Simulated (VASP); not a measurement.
# NiO2 (R-3m) in VASP: a series of runs

Runs on NiO2. Level: r2SCAN. Tasks: single point.

Everything below comes from runs of VASP 6.6.1. Logs are shortened: lines on timing, memory, paths and dates and some standing lists are left out, and cuts for length are marked.

## Step 1: The cell of the first run

The structure is trigonal, space group R-3m (No. 166). Conventional cell: a = 2.804 Å, b = 2.804 Å, c = 20.923 Å, α = 90.00°, β = 90.00°, γ = 120.00°. Within 2.5 Å of Ni (site symmetry -3m) lie 6 O at 1.88 Å. O (site symmetry 3m) has 3 Ni at 1.88 Å and 3 O at 2.50 Å within 2.5 Å.

## Step 2: Single point, r2SCAN, collinear spin, ferromagnetic start

POSCAR

```
NiO2
1.0
    1.4021288975      0.8095194964      6.9742947559
   -1.4021288975      0.8095194964      6.9742947559
    0.0000000000     -1.6190389929      6.9742947559
Ni O
1 2
Direct
    0.0000000000      0.0000000000      0.0000000000
    0.6212110000      0.6212110000      0.6212110000
    0.3787890000      0.3787890000      0.3787890000
```

INCAR.step1

```
SYSTEM = NiO2
ALGO = Normal
EDIFF = 1E-5
ENCUT = 770
GGA = PE
GGA_COMPAT = .False.
ISMEAR = 0
ISPIN = 2
LASPH = .True.
LCHARG = .False.
LMAXMIX = 4
LREAL = .False.
LWAVE = .True.
MAGMOM = 2 0 0
NBANDS = 26
NELM = 200
PREC = Accurate
SIGMA = 0.1
```

INCAR.step2

```
SYSTEM = NiO2
ALGO = Normal
EDIFF = 1E-6
ENCUT = 770
GGA_COMPAT = .False.
ISIF = 2
ISMEAR = 0
ISPIN = 2
ISTART = 1
LASPH = .True.
LCHARG = .False.
LMAXMIX = 4
LMIXTAU = .True.
LORBIT = 11
LREAL = .False.
LWAVE = .False.
MAGMOM = 2 0 0
METAGGA = R2SCAN
NBANDS = 26
NELM = 200
PREC = Accurate
SIGMA = 0.1
```

KPOINTS

```
k-points
0
Gamma
  6 6 6
  0 0 0
```

Potentials or basis: VASP PAW PBE potentials, release 64 (Ni_sv_GW, O).

Run with:

```console
$ cat potpaw_PBE.64/Ni_sv_GW/POTCAR potpaw_PBE.64/O/POTCAR > POTCAR
$ cp INCAR.step1 INCAR
$ mpirun -np 1 vasp_std > vasp.out
$ cp INCAR.step2 INCAR
$ mpirun -np 1 vasp_std > vasp.out
```

OUTCAR:

```text
SYSTEM = NiO2
   EDIFF = 1E-6
   ENCUT = 770
   ISIF = 2
   ISMEAR = 0
   ISPIN = 2
   ISTART = 1
   LASPH = .True.
   LORBIT = 11
   LREAL = .False.
   METAGGA = R2SCAN
   NELM = 200
   PREC = Accurate

 ion  position               nearest neighbor table
   1  0.000  0.000  0.000-   2 1.88   2 1.88   3 1.88   3 1.88   2 1.88   3 1.88
   2  0.621  0.621  0.621-   1 1.88   1 1.88   1 1.88
   3  0.379  0.379  0.379-   1 1.88   1 1.88   1 1.88

  LATTYP: Found a trigonal (rhomboedric) cell.
 ALAT       =     7.1597538088
 COS(alpha) =     0.9232974685

  Lattice vectors:

 A1 = (   1.4021288975,   0.8095194964,   6.9742947559)
 A2 = (  -1.4021288975,   0.8095194964,   6.9742947559)
 A3 = (   0.0000000000,  -1.6190389929,   6.9742947559)

Analysis of symmetry for initial positions (statically):
=====================================================================
 Subroutine PRICEL returns:
 Original cell was already a primitive cell.

 Routine SETGRP: Setting up the symmetry group for a
 trigonal (rhombohedral) supercell.

 Subroutine GETGRP returns: Found 12 space group operations
 (whereof 12 operations were pure point group operations)
 out of a pool of 12 trial point group operations.

The static configuration has the point symmetry D_3d.

Analysis of symmetry for dynamics (positions and initial velocities):
=====================================================================
 Subroutine PRICEL returns:
 Original cell was already a primitive cell.

 Routine SETGRP: Setting up the symmetry group for a
 trigonal (rhombohedral) supercell.

 Subroutine GETGRP returns: Found 12 space group operations
 (whereof 12 operations were pure point group operations)
 out of a pool of 12 trial point group operations.

The dynamic configuration has the point symmetry D_3d.

Analysis of structural, dynamic, and magnetic symmetry:
=====================================================================
 Subroutine PRICEL returns:
 Original cell was already a primitive cell.

 Routine SETGRP: Setting up the symmetry group for a
 trigonal (rhombohedral) supercell.

 Subroutine GETGRP returns: Found 12 space group operations
 (whereof 12 operations were pure point group operations)
 out of a pool of 12 trial point group operations.

The overall configuration has the point symmetry D_3d.

 Subroutine INISYM returns: Found 12 space group operations
[... 124 lines left out ...]
   METAGGA = R2SCAN    functional components
   LHFCALC =     F    Hartree Fock is set to
   AEXX    =    0.0000 exact exchange contribution
   IVDW    =     0    specifies the selected vdW correction
   LEPSILON=     F    determine dielectric tensor
   LRPA    =     F    only Hartree local field effects (RPA)
 spin polarized calculation
 Gauss-broadening in eV      SIGMA  =   0.10
  energy-cutoff  :      770.00
  volume of cell :       47.50
 maximum number of plane-waves:      2323
 NGX is ok and might be reduce to    70
   NGX = 33   NGY = 33   NGZ = 33

 number of electron      30.0000006 magnetization      -0.0000000

 number of electron      30.0000006 magnetization       0.0000000

 Free energy of the ion-electron system (eV)
  ---------------------------------------------------
  ext. energy  EPLUGINS =         0.00000000
  ---------------------------------------------------
  free energy    TOTEN  =       -27.52737109 eV

  energy without entropy =      -27.52737109  energy(sigma->0) =      -27.52737109

 E-fermi :  -1.3379     XC(G=0):  -8.3212

 val. band max:       -2.1297232739   @ k =   0.5000   0.5000   0.3333
 cond. band min:      -0.2521931765   @ k =   0.5000   0.5000   0.1667
 fundamental gap:      1.8775300975
 Fermi energy:        -1.3378673573

 spin component 1

 k-point     1 :       0.0000    0.0000    0.0000
  band No.  band energies     occupation
      1    -109.6995      1.00000
      2     -68.6480      1.00000
      3     -68.6480      1.00000
      4     -68.4077      1.00000
      5     -22.1754      1.00000
      6     -19.9540      1.00000
[... 685 lines left out ...]
     25      18.4949      0.00000
     26      19.3549      0.00000

 [... further k-points ...]

 spin component 2

 k-point     1 :       0.0000    0.0000    0.0000
  band No.  band energies     occupation
      1    -109.6995      1.00000
      2     -68.6480      1.00000
      3     -68.6480      1.00000
      4     -68.4077      1.00000
      5     -22.1754      1.00000
      6     -19.9540      1.00000
[... 685 lines left out ...]
     25      18.4949      0.00000
     26      19.3536      0.00000

 [... further k-points ...]

------------------------ aborting loop because EDIFF is reached ----------------------------------------

  FORCE on cell =-STRESS in cart. coord.  units (eV):
  Direction    XX          YY          ZZ          XY          YZ          ZX
  --------------------------------------------------------------------------------------
  -------------------------------------------------------------------------------------
  Total       -1.3110398     -1.3110398     -0.8985208      0.0000000      0.0000000      0.0000000
  in kB      -44.2241668    -44.2241668    -30.3090219      0.0000000      0.0000000      0.0000000
  external PRESSURE =     -39.5857852 kB  Pullay stress =       0.0000000 kB

 VOLUME and BASIS-vectors are now :
 -----------------------------------------------------------------------------
  energy-cutoff  :      770.00
  volume of cell :       47.50
      direct lattice vectors                 reciprocal lattice vectors
     1.402128897  0.809519496  6.974294756     0.356600596  0.205883450  0.047794558
    -1.402128897  0.809519496  6.974294756    -0.356600596  0.205883450  0.047794558
     0.000000000 -1.619038993  6.974294756     0.000000000 -0.411766900  0.047794558

 POSITION                                       TOTAL-FORCE (eV/Angst)
 -----------------------------------------------------------------------------------
      0.00000      0.00000      0.00000        -0.000000     -0.000000      0.000000
      0.00000     -0.00000     12.99753         0.000000     -0.000000      0.418222
      0.00000     -0.00000      7.92536         0.000000      0.000000     -0.418222
 -----------------------------------------------------------------------------------
    total drift:                               -0.000000     -0.000000      0.000000

  FREE ENERGIE OF THE ION-ELECTRON SYSTEM (eV)
  ---------------------------------------------------
  free  energy   TOTEN  =       -27.5273710886 eV

  energy  without entropy=      -27.5273710886  energy(sigma->0) =      -27.52737109

 total charge

# of ion       s       p       d       f       tot
--------------------------------------------------
    1        2.225   6.452   7.602   0.031  16.311
    2        1.591   3.358   0.000   0.000   4.949
    3        1.591   3.358   0.000   0.000   4.949
--------------------------------------------------
tot          5.408  13.168   7.602   0.031  26.209

 magnetization (x)

# of ion       s       p       d       f       tot
--------------------------------------------------
    1        0.000  -0.000  -0.000  -0.000  -0.000
    2        0.000   0.000   0.000   0.000   0.000
    3        0.000   0.000   0.000   0.000   0.000
--------------------------------------------------
tot          0.000   0.000  -0.000  -0.000   0.000
```

OUTCAR.step1:

```text
SYSTEM = NiO2
   EDIFF = 1E-5
   ENCUT = 770
   GGA = PE
   ISMEAR = 0
   ISPIN = 2
[... 1641 lines left out ...]
      0.00000      0.00000      0.00000        -0.000000      0.000000     -0.000000
      0.00000     -0.00000     12.99753         0.000000      0.000000     -0.013066
      0.00000     -0.00000      7.92536         0.000000     -0.000000      0.013066
 -----------------------------------------------------------------------------------
    total drift:                               -0.000000     -0.000000      0.000000

  FREE ENERGIE OF THE ION-ELECTRON SYSTEM (eV)
  ---------------------------------------------------
  free  energy   TOTEN  =       -18.5201712032 eV

  energy  without entropy=      -18.5201712032  energy(sigma->0) =      -18.52017120
```

Wall time 36 min (1 thread of Intel Xeon 6975P-C (Granite Rapids), shared host); peak memory 1.1 GiB.

What came out:

```
Free energy                                           : -27.5274 eV
Pressure                                              : -4.0 GPa
Largest force                                         : 0.418 eV/Å
Band gap on the k mesh                                : 1.88 eV (least direct gap 2.11 eV)
Net moment                                            : 0.00 μB per cell
Valence electrons inside the program's atomic spheres : Ni 16.31; O 4.95
```

Forces on the atoms (eV/Å):
```
Ni   0.000  0.000  0.000
O    0.000  0.000  0.418
O    0.000  0.000 -0.418
```

Levels at points of the mesh, in eV from the valence-band top:
Spin up:
```tsv
k point	band 13	band 14	band 15	band 16	band 17	band 18
(0.00, 0.00, 0.00)	-0.62	-0.62	-0.11	2.90	2.90	8.11
(0.50, 0.00, 0.00)	-1.51	-1.41	-0.90	2.23	2.79	13.34
(0.50, 0.50, 0.00)	-1.51	-1.40	-0.90	2.22	2.79	13.53
(0.50, 0.50, 0.50)	-0.62	-0.62	-0.10	2.90	2.90	8.92
```
Spin down:
| k point | band 13 | band 14 | band 15 | band 16 | band 17 | band 18 |
| --- | --- | --- | --- | --- | --- | --- |
| (0.00, 0.00, 0.00) | -0.62 | -0.62 | -0.11 | 2.90 | 2.90 | 8.11 |
| (0.50, 0.00, 0.00) | -1.51 | -1.41 | -0.90 | 2.23 | 2.79 | 13.34 |
| (0.50, 0.50, 0.00) | -1.51 | -1.40 | -0.90 | 2.22 | 2.79 | 13.53 |
| (0.50, 0.50, 0.50) | -0.62 | -0.62 | -0.10 | 2.90 | 2.90 | 8.92 |

Caveat: the k points lie up to 0.43 Å⁻¹ apart; the moments typed at the start vanished in this run; the PAW data sets were made with another functional, which shifts forces and pressure a little. A k mesh can miss the band edges.

(Part 1 of 2 ends here.)
